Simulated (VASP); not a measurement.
# CuO (P1) in VASP: further runs, part 2 of 2

VASP 6.6.1.

### 5 Single point, PBE (9.86 Å³/atom)

This run uses another cell than the first one, of 9.86 Å³/atom.

File INCAR:

```
SYSTEM = CuO
ALGO = Normal
EDIFF = 1E-7
ENCUT = 520
GGA = PE
ISIF = 2
ISMEAR = -1
LASPH = .TRUE.
LCHARG = .FALSE.
LREAL = .FALSE.
LWAVE = .FALSE.
NBANDS = 25
NELM = 60
PREC = Accurate
SIGMA = 0.05
```

File KPOINTS:

```
k-points
0
G
  10 10 6
  0 0 0
```

File POSCAR:

```
CuO
1.0
    0.0000000000     -2.1444126677     -2.1444126677
   -2.1444126677      0.0000000000     -2.1444126677
    2.1444126677      2.1444126677     -4.2888253355
Cu O
2 2
Direct
    0.5038875400      0.4769880100      0.4880064000
    0.0038875400      0.9769880100      0.9880064000
    0.7461124600      0.7730119900      0.7619936000
    0.2461124600      0.2730119900      0.2619936000
```

Potentials or basis: VASP PAW PBE potentials, release 64 (Cu, O).

Launch:

```console
$ cat potpaw_PBE.64/Cu/POTCAR potpaw_PBE.64/O/POTCAR > POTCAR
$ mpirun -np 1 vasp_std > vasp.out
```

OUTCAR:

```text
SYSTEM = CuO
   EDIFF = 1E-7
   ENCUT = 520
   GGA = PE
   ISIF = 2
   ISMEAR = -1
   LASPH = .TRUE.
   LREAL = .FALSE.
   NELM = 60
   PREC = Accurate

 ion  position               nearest neighbor table
   1  0.504  0.477  0.488-   4 1.96   4 2.09   3 2.11   4 2.20   3 2.22   3 2.33
   2  0.004  0.977  0.988-   3 1.96   3 2.09   4 2.11   3 2.20   4 2.22   4 2.33
   3  0.746  0.773  0.762-   2 1.96   2 2.09   1 2.11   2 2.20   1 2.22   1 2.33
   4  0.246  0.273  0.262-   1 1.96   1 2.09   2 2.11   1 2.20   2 2.22   2 2.33

  LATTYP: Found a trigonal (rhomboedric) cell.
 ALAT       =     5.2527168339
 COS(alpha) =     0.8333333333

  Lattice vectors:

 A1 = (   2.1444126677,   4.2888253354,  -2.1444126678)
 A2 = (   4.2888253354,   2.1444126677,  -2.1444126678)
 A3 = (   2.1444126677,   2.1444126677,  -4.2888253355)

Analysis of symmetry for initial positions (statically):
=====================================================================
 Subroutine PRICEL returns following result:

  LATTYP: Found a face centered cubic cell.
 ALAT       =     4.2888253355

  Lattice vectors:

 A1 = (   0.0000000000,  -2.1444126677,   2.1444126678)
 A2 = (   2.1444126677,  -2.1444126677,   0.0000000000)
 A3 = (   2.1444126677,   0.0000000000,   2.1444126677)

   2 primitive cells build up your supercell.

 Routine SETGRP: Setting up the symmetry group for a
 trigonal (rhombohedral) supercell.

 Subroutine GETGRP returns: Found  1 space group operations
 (whereof  1 operations were pure point group operations)
 out of a pool of 12 trial point group operations.

The static configuration has the point symmetry C_1 .

Analysis of symmetry for dynamics (positions and initial velocities):
=====================================================================
 Subroutine PRICEL returns following result:

  LATTYP: Found a face centered cubic cell.
 ALAT       =     4.2888253355

  Lattice vectors:

 A1 = (   0.0000000000,  -2.1444126677,   2.1444126678)
 A2 = (   2.1444126677,  -2.1444126677,   0.0000000000)
 A3 = (   2.1444126677,   0.0000000000,   2.1444126677)

   2 primitive cells build up your supercell.

 Routine SETGRP: Setting up the symmetry group for a
 trigonal (rhombohedral) supercell.

 Subroutine GETGRP returns: Found  1 space group operations
 (whereof  1 operations were pure point group operations)
 out of a pool of 12 trial point group operations.

The dynamic configuration has the point symmetry C_1 .

 Subroutine INISYM returns: Found  1 space group operations
 (whereof  1 operations are pure point group operations),
 and found     2 'primitive' translations

----------------------------------------------------------------------------------------

                                     Primitive cell

  volume of cell :      19.7222

  direct lattice vectors                    reciprocal lattice vectors
     0.000000000 -2.144412668  2.144412668    -0.233164077 -0.233164077  0.233164077
     2.144412668 -2.144412668  0.000000000     0.233164077 -0.233164077 -0.233164077
     2.144412668  0.000000000  2.144412668     0.233164077  0.233164077  0.233164077

  length of vectors
     3.032657478  3.032657478  3.032657478     0.403852028  0.403852028  0.403852028

  position of ions in fractional coordinates (direct lattice)
     0.023987200  0.991893940  0.019124450
     0.476012800  0.508106060  0.480875550

[... 51 lines left out ...]
 Found    304 irreducible k-points:

 Following reciprocal coordinates:
            Coordinates               Weight
  0.000000  0.000000  0.000000      1.000000
  0.100000  0.000000  0.000000      2.000000
  0.200000  0.000000  0.000000      2.000000
  0.300000  0.000000  0.000000      2.000000
  0.400000  0.000000 -0.000000      2.000000
  0.500000  0.000000  0.000000      1.000000
[... 16 lines left out ...]
 -0.400000  0.200000 -0.000000      2.000000
 -0.300000  0.200000 -0.000000      2.000000
 [... further k-points ...]
   k-points           NKPTS =    304   k-points in BZ     NKDIM =    304   number of bands    NBANDS=     25
   number of dos      NEDOS =    301   number of ions     NIONS =      4
   total plane-waves  NPLWV =  23040
   dimension x,y,z NGX =    24 NGY =   24 NGZ =   40
   dimension x,y,z NGXF=    48 NGYF=   48 NGZF=   80
   ions per type =               2   2
   NGX,Y,Z   is equivalent  to a cutoff of  13.16, 13.16, 12.66 a.u.
   NGXF,Y,Z  is equivalent  to a cutoff of  26.31, 26.31, 25.32 a.u.
 SYSTEM =  CuO
   PREC   = accura    normal or accurate (medium, high low for compatibility)
   ISTART =      0    job   : 0-new  1-cont  2-samecut
   ICHARG =      2    charge: 1-file 2-atom 10-const
   ISPIN  =      1    spin polarized calculation?
   LNONCOLLINEAR =      F non collinear calculations
   LSORBIT =      F    spin-orbit coupling
   LASPH  =      T    aspherical Exc in radial PAW
   ENCUT  =  520.0 eV  38.22 Ry    6.18 a.u.   5.64  5.64  9.77*2*pi/ulx,y,z
   NELM   =     60;   NELMIN=  2; NELMDL= -5     # of ELM steps
   EDIFF  = 0.1E-06   stopping-criterion for ELM
   LREAL  =      F    real-space projection
   EDIFFG = 0.1E-05   stopping-criterion for IOM
   NSW    =      0    number of steps for IOM
   IBRION =     -1    ionic relax: 0-MD 1-quasi-New 2-CG
   NFREE  =      0    steps in history (QN), initial steepest desc. (CG)
   ISIF   =      2    stress and relaxation
   ISYM   =      2    0-nonsym 1-usesym 2-fastsym
   POTIM  = 0.5000    time-step for ionic-motion
   TEBEG  =    0.0;   TEEND  =   0.0 temperature during run
   PSTRESS=    0.0 pullay stress
   NELECT =      34.0000    total number of electrons
   NUPDOWN=      -1.0000    fix difference up-down
   EMIN   =  10.00;   EMAX   =-10.00  energy-range for DOS
   EFERMI =   0.00;   METHOD = LEGACY
   ISMEAR =    -1;   SIGMA  =   0.05  broadening in eV -4-tet -1-fermi 0-gaus
   EFERMI_NEDOS =   21; number of points for ismear=-14 and -15
   IALGO  =     38    algorithm
   IMIX   =      4    mixing-type and parameters
     AMIX     =   0.40;   BMIX     =  1.00
     AMIX_MAG =   1.60;   BMIX_MAG =  1.00
  volume/ion in A,a.u.               =       9.86        66.55
  Fermi-wavevector in a.u.,A,eV,Ry     =   1.558019  2.944229 33.027102  2.427423
  Thomas-Fermi vector in A             =   2.661585
   LORBIT       =      0    0 simple, 1 ext, 2 COOP (PROOUT), +10 PAW based schemes
   GGA     = PE    functional components
   LHFCALC =     F    Hartree Fock is set to
   AEXX    =    0.0000 exact exchange contribution
   IVDW    =     0    specifies the selected vdW correction
   LEPSILON=     F    determine dielectric tensor
   LRPA    =     F    only Hartree local field effects (RPA)
 non-spin polarized calculation
  energy-cutoff  :      520.00
  volume of cell :       39.44
 maximum number of plane-waves:      1075
   NGX = 11   NGY = 11   NGZ = 19

 number of electron      34.0000022 magnetization

 Free energy of the ion-electron system (eV)
  ---------------------------------------------------
  ext. energy  EPLUGINS =         0.00000000
  ---------------------------------------------------
  free energy    TOTEN  =       -18.86448616 eV

  energy without entropy =      -18.83738112  energy(sigma->0) =      -18.85093364

 E-fermi :   5.7003     XC(G=0): -12.1832

 val. band max:        5.6997120482   @ k =   0.2000   0.0000   0.3333
 cond. band min:       5.7025646906   @ k =  -0.1000   0.0000   0.1667
 fundamental gap:      0.0028526423
 Fermi energy:         5.7002978612

 k-point     1 :       0.0000    0.0000    0.0000
  band No.  band energies     occupation
      1     -13.5715      2.00000
      2     -12.4148      2.00000
      3      -1.4446      2.00000
      4       0.9182      2.00000
      5       1.0835      2.00000
      6       2.3779      2.00000
[... 661 lines left out ...]
     24      16.9440      0.00000
     25      19.1993      0.00000

 [... further k-points ...]

------------------------ aborting loop because EDIFF is reached ----------------------------------------

  FORCE on cell =-STRESS in cart. coord.  units (eV):
  Direction    XX          YY          ZZ          XY          YZ          ZX
  --------------------------------------------------------------------------------------
  -------------------------------------------------------------------------------------
  Total       -0.8838132     -0.7300502      0.7867202      0.0409112      0.1999395     -0.1295960
  in kB      -35.8993001    -29.6536554     31.9555144      1.6617564      8.1212727     -5.2640147
  external PRESSURE =     -11.1991470 kB  Pullay stress =       0.0000000 kB

 VOLUME and BASIS-vectors are now :
 -----------------------------------------------------------------------------
  energy-cutoff  :      520.00
  volume of cell :       39.44
      direct lattice vectors                 reciprocal lattice vectors
     0.000000000 -2.144412668 -2.144412668     0.116582038 -0.349746115 -0.116582038
    -2.144412668  0.000000000 -2.144412668    -0.349746115  0.116582038 -0.116582038
     2.144412668  2.144412668 -4.288825336     0.116582038  0.116582038 -0.116582038

 POSITION                                       TOTAL-FORCE (eV/Angst)
 -----------------------------------------------------------------------------------
      0.02363     -0.03406     -4.19638        -0.188231      0.267694     -0.985074
      0.02363      2.11036     -6.34079        -0.188231      0.267694     -0.985074
     -0.02363      0.03406     -6.52569         0.188231     -0.267694      0.985074
     -0.02363      0.03406     -2.23686         0.188231     -0.267694      0.985074
 -----------------------------------------------------------------------------------
    total drift:                               -0.000244      0.000133      0.000532

  FREE ENERGIE OF THE ION-ELECTRON SYSTEM (eV)
  ---------------------------------------------------
  free  energy   TOTEN  =       -18.8644861592 eV

  energy  without entropy=      -18.8373811247  energy(sigma->0) =      -18.85093364
```

OSZICAR:

```text
N       E                     dE             d eps       ncg     rms          rms(c)
DAV:   1     0.292857021205E+03    0.29286E+03   -0.16393E+04 16297   0.219E+03
DAV:   2     0.105640606473E+02   -0.28229E+03   -0.26171E+03 15723   0.401E+02
DAV:   3    -0.233314746551E+02   -0.33896E+02   -0.31851E+02 18436   0.151E+02
DAV:   4    -0.244633807180E+02   -0.11319E+01   -0.11228E+01 18532   0.300E+01
DAV:   5    -0.244823829887E+02   -0.19002E-01   -0.18994E-01 19071   0.345E+00    0.158E+01
DAV:   6    -0.219009391452E+02    0.25814E+01   -0.33295E+01 21398   0.134E+02    0.129E+01
DAV:   7    -0.188188048211E+02    0.30821E+01   -0.86672E+00 18367   0.107E+02    0.238E+00
DAV:   8    -0.189091763940E+02   -0.90372E-01   -0.14006E+00 17250   0.846E+00    0.153E+00
DAV:   9    -0.188755783749E+02    0.33598E-01   -0.65388E-02 25229   0.845E+00    0.824E-01
DAV:  10    -0.188644241889E+02    0.11154E-01   -0.22882E-02 24298   0.456E+00    0.295E-01
DAV:  11    -0.188643875977E+02    0.36591E-04   -0.75332E-03 17968   0.710E-01    0.478E-02
DAV:  12    -0.188644408800E+02   -0.53282E-04   -0.25118E-04 21767   0.180E-01    0.571E-02
DAV:  13    -0.188644871194E+02   -0.46239E-04   -0.78034E-05 21020   0.122E-01    0.141E-02
DAV:  14    -0.188644862010E+02    0.91838E-06   -0.14416E-05 22617   0.333E-02    0.413E-03
DAV:  15    -0.188644861592E+02    0.41808E-07   -0.40209E-07 17178   0.796E-03
   1 F= -.18864486E+02 E0= -.18850934E+02  d E =-.271050E-01
```

It took 99 s on 1 thread of Intel Xeon 6975P-C (Granite Rapids), shared host; peak memory 0.35 GiB.

Results:

```
Free energy            : -18.8645 eV
Pressure               : -1.1 GPa
Largest force          : 1.038 eV/Å
Band gap on the k mesh : zero (bands 17 and 18 overlap by 1.07 eV)
```

Forces in eV/Å, atoms in the order of the input:
```
Cu  -0.188  0.268 -0.985
Cu  -0.188  0.268 -0.985
O    0.188 -0.268  0.985
O    0.188 -0.268  0.985
```

Stress tensor (GPa, compression positive):
```
-3.59  0.17 -0.53
 0.17 -2.97  0.81
-0.53  0.81  3.20
```

Levels at points of the mesh, in eV from the Fermi level:
```tsv
k point	band 14	band 15	band 16	band 17	band 18	band 19	band 20	band 21
(0.00, 0.00, 0.00)	-1.45	-1.39	-1.09	0.51	0.66	1.24	5.83	9.13
(0.50, 0.00, 0.00)	-1.51	-0.73	-0.73	-0.27	-0.27	6.94	6.94	9.38
(0.00, 0.50, 0.00)	-1.45	-0.60	-0.60	-0.28	-0.28	6.96	6.96	9.31
(0.50, 0.50, 0.00)	-1.63	-1.53	-1.40	0.48	0.63	5.35	5.84	9.13
(0.00, 0.00, 0.50)	-1.79	-0.16	-0.16	-0.04	-0.04	4.01	4.01	11.84
(0.50, 0.00, 0.50)	-1.59	-1.45	-1.41	0.45	0.57	5.40	5.86	9.14
(0.00, 0.50, 0.50)	-1.57	-1.45	-1.35	0.66	0.70	5.40	5.78	9.12
(0.50, 0.50, 0.50)	-1.52	-0.72	-0.72	-0.41	-0.41	6.92	6.92	9.48
```

Caveat: semilocal functionals often make such compounds metallic where correlation or magnetic order opens a gap, which also shifts bond lengths; forces of over 1 eV/Å act on the atoms, so gaps and moduli don't describe the material at rest. With open d or f shells a metallic result of PBE can be an artefact of self-interaction; +U or a hybrid may open a gap.

### 6 Summary

| cell | gap on the mesh (eV) | pressure (GPa) | largest force (eV/Å) |
| --- | --- | --- | --- |
| a = 2.993, b = 2.993, c = 5.184 Å, angles 73.2, 73.2, 60.0°, 4 atoms, atomic positions A | none | 6.1 | 1.25 |
| a = 2.993, b = 2.993, c = 5.184 Å, angles 73.2, 73.2, 60.0°, 4 atoms, atomic positions B | none | 6.3 | 1.32 |
| a = 3.013, b = 3.013, c = 5.219 Å, angles 73.2, 73.2, 60.0°, 4 atoms, atomic positions A | none | 2.3 | 1.14 |
| a = 3.033, b = 3.033, c = 5.253 Å, angles 73.2, 73.2, 60.0°, 4 atoms, atomic positions A | none | -1.1 | 1.04 |

Alike in all rows: task single point; level PBE; potentials or basis VASP PAW PBE potentials, release 64 (Cu, O); no spin polarisation; k mesh 10 × 10 × 6; cutoff (eV) 520; smearing fermi-dirac 0.05 eV.

Caveats: semilocal functionals often make such compounds metallic where correlation or magnetic order opens a gap, which also shifts bond lengths; forces of over 1 eV/Å act on the atoms, so gaps and moduli don't describe the material at rest; the cell stands under pressure (at least some runs).

Total energies depend on the potentials used, so only differences within one code and one set of settings carry meaning.
